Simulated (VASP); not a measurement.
InP: single point with HSE06+D3(BJ)

The system is InP.

```
In P
1.0
     3.41340    0.00000    0.00000
     0.00000    3.41340    0.00000
     0.00000    0.00000    3.41340
In P
1 1
Cartesian
  0.0000 0.0000 0.0000
  1.7067 1.7067 1.7067
```

* Program: VASP 6.6.1
* Task: single point
* Functional: HSE06
* Dispersion: D3(BJ)
* Potentials or basis: VASP PAW PBE potentials, release 64 (In_d, P)
* Cutoff: 400 eV
* k mesh: 4 × 4 × 4
* Occupations: fermi-dirac, width 0.02 eV
* Spin: no spin polarisation
* Dipole correction: no
* Grid for exact exchange (PRECFOCK): Normal
* Further INCAR settings: ALGO = Normal; EDIFF = 1e-06; NBANDS = 16
* Screening parameter: 0.2079 1/Å

The pressure is -4.9 GPa. The band gap on the k mesh is zero (band 9 reaches 8.91 eV, above the bottom of band 10 at 6.93 eV) and the dispersion energy per atom is -0.509 eV.

Levels at points of the mesh, in eV from the Fermi level:
```tsv
k point	band 5	band 6	band 7	band 8	band 9	band 10	band 11	band 12	band 13	band 14
(0.00, 0.00, 0.00)	-16.15	-14.41	-1.31	-1.19	-1.19	-1.19	5.12	5.12	11.33	11.33
(0.50, 0.00, 0.00)	-16.13	-12.35	-8.66	0.80	0.80	3.18	4.40	5.65	5.65	6.37
(0.50, 0.50, 0.00)	-16.02	-10.31	-5.76	-5.76	-4.05	1.32	7.63	7.63	8.35	9.70
(0.50, 0.50, 0.50)	-16.01	-9.62	-2.91	-2.91	-2.91	-0.28	-0.21	-0.21	-0.21	18.36
```

Wall time 4.6 min on 1 thread of AMD EPYC 9R45 (Zen 5) (shared host), peak memory 0.21 GiB.

Caveat: the k points lie up to 0.46 Å⁻¹ apart; the PAW data sets were made with another functional, which shifts forces and pressure a little; spin-orbit coupling is left out, which moves the levels of the heavy elements; pairwise dispersion overbinds metals, which lowers pressure and volume.
